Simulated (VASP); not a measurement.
Input of a VASP 6.6.1 run:

The input INCAR:

```
ALGO = Normal
EDIFF = 1E-7
ENCUT = 520
GGA = PE
ISIF = 2
ISMEAR = 0
ISPIN = 2
IVDW = 13
LASPH = T
LCHARG = T
LELF = T
LORBIT = 11
LREAL = F
LVHAR = T
LWAVE = F
MAGMOM = 0.5 0
NBANDS = 19
NELM = 150
PREC = Accurate
SIGMA = 0.02
```

File KPOINTS:

```
k-points
0
Gamma
  6 6 6
```

File POSCAR:

```
KF
1.0
    3.2589550000      0.0000000000      0.0000000000
    0.0000000000      3.2589550000      0.0000000000
    0.0000000000      0.0000000000      3.2589550000
K F
1 1
Direct
    0.0013215666      0.0038251509      0.0016136799
    0.4994004334      0.5047868491      0.4985553201
```

Potentials or basis: VASP PAW PBE potentials, release 64 (K_sv, F).

Launch:

```bash
$ cat potpaw_PBE.64/K_sv/POTCAR potpaw_PBE.64/F/POTCAR > POTCAR
$ mpirun -np 1 vasp_std > vasp.out
```

(1) Predict the net moment.

(2) Predict the largest force.

(3) Estimate the dispersion energy per atom.

(4) What does it give for the pressure?

Answers

(1) 0.00 μB per cell.

(2) 0.009 eV/Å.

(3) -0.078 eV.

(4) -0.7 GPa.

Caveat: the cell differs from its parent crystal (atoms moved at random).
